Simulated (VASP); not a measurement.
Se:

```
Se
1.0
     5.65532    3.26510    1.61317
    -5.65532    3.26510    1.61317
     0.00000   -6.53021    1.61317
Se
6
Direct
  0.84914 0.72592 0.09273
  0.72592 0.09273 0.84914
  0.09273 0.84914 0.72592
  0.15086 0.27408 0.90727
  0.27408 0.90727 0.15086
  0.90727 0.15086 0.27408
```

| Quantity | Value |
| --- | --- |
| Program | VASP 6.6.1 |
| Task | relaxation of cell and atoms |
| Functional | PBE |
| Potentials or basis | VASP PAW PBE potentials, release 64 (Se) |
| Cutoff | 600 eV |
| k mesh | 6 × 6 × 6 |
| Occupations | gaussian, width 0.02 eV |
| Spin | no spin polarisation |

At the start: pressure 1.6 GPa; volume 29.79 Å³/atom.

Q: How do energy, volume and symmetry change on relaxing?

A: Over 28 steps the energy falls by 12.7 meV/atom and the volume is 32.95 Å³/atom (+10.6 %); space group R-3 (No. 148, to 0.1 Å) before and after.

The path:
```tsv
step	energy change (eV)	largest force (eV/Å)	pressure (GPa)	volume (Å³)
1	0.0000	0.3600	1.56	178.73
2	0.0001	0.3600	-1.36	186.36
3	-0.0271	0.0704	0.03	182.45
4	-0.0296	0.0659	0.03	182.77
5	-0.0363	0.0521	0.02	183.71
6	-0.0476	0.0270	0.03	185.58
7	-0.0607	0.0654	0.12	189.20
8	-0.0447	0.2440	0.48	196.00
9	-0.0607	0.1384	0.29	191.26
10	-0.0633	0.0965	0.09	192.30
11	-0.0647	0.0724	-0.20	193.85
12	-0.0669	0.0609	-0.15	194.03
13	-0.0707	0.0388	0.00	194.52
14	-0.0709	0.0399	0.04	194.66
15	-0.0713	0.0396	0.01	194.88
16	-0.0722	0.0472	-0.08	195.53
17	-0.0728	0.0831	-0.25	196.84
18	-0.0730	0.0815	-0.25	196.86
19	-0.0733	0.0769	-0.23	196.93
20	-0.0739	0.0678	-0.19	197.07
21	-0.0748	0.0509	-0.12	197.35
22	-0.0752	0.0343	0.03	197.90
23	-0.0753	0.0346	-0.01	197.75
24	-0.0754	0.0312	-0.01	197.73
25	-0.0756	0.0216	0.01	197.68
26	-0.0759	0.0157	0.04	197.58
27	-0.0759	0.0034	-0.02	197.74
28	-0.0759	0.0046	-0.01	197.71
```

Final structure:
```
Se
1.0
     5.53433    3.19525    1.86338
    -5.53433    3.19525    1.86338
     0.00000   -6.39050    1.86338
Se
6
Direct
  0.86167 0.73351 0.11342
  0.73351 0.11342 0.86167
  0.11342 0.86167 0.73351
  0.13833 0.26649 0.88658
  0.26649 0.88658 0.13833
  0.88658 0.13833 0.26649
```

Caveat: this functional lacks dispersion, which holds the molecules together, so the pressure and a relaxed volume are unreliable.
